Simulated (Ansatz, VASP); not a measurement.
BN: VASP beside Ansatz

Contents of INCAR:

```
ALGO = Normal ; EDIFF = 1E-6
ENCUT = 600 ; GGA = PS
GGA_COMPAT = False ; ISIF = 2
ISMEAR = 1 ; LASPH = True
LCHARG = False ; LREAL = False
LWAVE = False ; NBANDS = 11
NELM = 120 ; PREC = Accurate
SIGMA = 0.001
```

KPOINTS

```
k-points
0
Gamma
  8 8 8
```

POSCAR

```
BN
1.0
    0.0000000000      1.8048254535      1.8048254535
    1.8048254535      0.0000000000      1.8048254535
    1.8048254535      1.8048254535      0.0000000000
B N
1 1
Direct
    0.0000000000      0.0000000000      0.0000000000
    0.2500000000      0.2500000000      0.2500000000
```

Input for Ansatz:

```yaml
crystal:
  lattice:
    - [0.0, 1.8048254535, 1.8048254535]
    - [1.8048254535, 0.0, 1.8048254535]
    - [1.8048254535, 1.8048254535, 0.0]
  atoms:
    - { symbol: B, position: [0.0, 0.0, 0.0] }
    - { symbol: "N", position: [0.25, 0.25, 0.25] }
kpoints:
  mp_grid: { grid: [8, 8, 8] }
hamiltonian:
  xc: pbesol
scf:
  occupations: { method: methfessel_paxton, width: 0.001 }
  n_extra_bands: 4
output:
  forces: true
  stress: true
  eigenvalues: true
```

Alike in both runs: task single point; functional PBEsol; k mesh 8 × 8 × 8; occupations methfessel-paxton of order 1, width 0.001 eV; no spin polarisation.

```csv
,VASP,Ansatz
version,VASP 6.6.1,Ansatz 0.2.0
potentials or method,"VASP PAW PBE potentials, release 64 (B, N)",plane waves
plane-wave cutoff (eV),600,420
valence electrons in the cell,8,8
```

|  | VASP | Ansatz | Ansatz less VASP |
| --- | --- | --- | --- |
| gap on the k mesh at the Fermi level (eV) | 4.28 | 4.29 | +0.013 |
| pressure (GPa) | -0.9 | -1.3 | -0.32 |

VASP's potentials were made for PBE, not for PBEsol. With one functional, cell and mesh, what is left measures potentials, basis and numerics.
